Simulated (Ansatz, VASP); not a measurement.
**Co in VASP and in Ansatz**

INCAR

```
SYSTEM = Co
ALGO = Normal ; EDIFF = 1E-7
EDIFFG = -0.01 ; ENCUT = 600
GGA = PE ; IBRION = 2
ISIF = 3 ; ISMEAR = -1
ISPIN = 2 ; IVDW = 12
LASPH = .TRUE. ; LCHARG = .FALSE.
LMAXMIX = 4 ; LORBIT = 11
LREAL = .FALSE. ; LWAVE = .FALSE.
MAGMOM = 2.5 2.5 ; NELM = 150
NSW = 80 ; PREC = Accurate
SIGMA = 0.1
```

Contents of KPOINTS:

```
k-points
0
G
  12 12 7
  0 0 0
```

File POSCAR:

```
Co
1.0
    2.5074000000      0.0000000000      0.0000000000
   -1.2537000000      2.1714700000      0.0000000000
    0.0000000000      0.0000000000      4.0699000000
Co
2
Direct
    0.3333333333      0.6666666667      0.2500000000
    0.6666666667      0.3333333333      0.7500000000
```

Input for Ansatz:

```yaml
crystal:
  lattice:
    - [2.5074, 0.0, 0.0]
    - [-1.2537, 2.17147, 0.0]
    - [0.0, 0.0, 4.0699]
  atoms:
    - { symbol: Co, position: [0.3333333333333333, 0.6666666666666666, 0.25] }
    - { symbol: Co, position: [0.6666666666666666, 0.3333333333333333, 0.75] }
kpoints:
  mp_grid:
    grid: [12, 12, 7]
hamiltonian:
  xc: pbe
  dispersion: d3bj
magnetization:
  spin_polarized: true
  per_species:
    Co: 2.5
scf:
  occupations:
    method: fermi_dirac
    width: 0.1
relax:
  cell: {}
```

Alike in both runs: task relaxation of cell and atoms; functional PBE; dispersion D3(BJ); k mesh 12 × 12 × 7; occupations fermi-dirac, width 0.1 eV; collinear spin.

|  | VASP | Ansatz |
| --- | --- | --- |
| version | VASP 6.6.1 | Ansatz 0.2.0 |
| potentials or method | VASP PAW PBE potentials, release 64 (Co) | plane waves, PAW |
| plane-wave cutoff (eV) | 600 | 420 |
| valence electrons in the cell | 18 | 34 |

VASP gave:

```
net moment per atom (μB)                                      : 1.58
size of the moment on the site where the two differ most (μB) : 1.59
relaxed volume (Å³/atom)                                      : 10.51
relaxed cell length with the largest relative difference (Å)  : 3.985
```

Task: Which values does Ansatz return?

Result: net moment per atom (μB): 1.59; size of the moment on the site where the two differ most (μB): 1.66; relaxed volume (Å³/atom): 10.55; relaxed cell length with the largest relative difference (Å): 3.992.

Site moments also hang on the region over which each program counts them. VASP's potentials hold 18 valence electrons a cell and Ansatz's 34, so a difference there can come from the potentials and not from the codes.
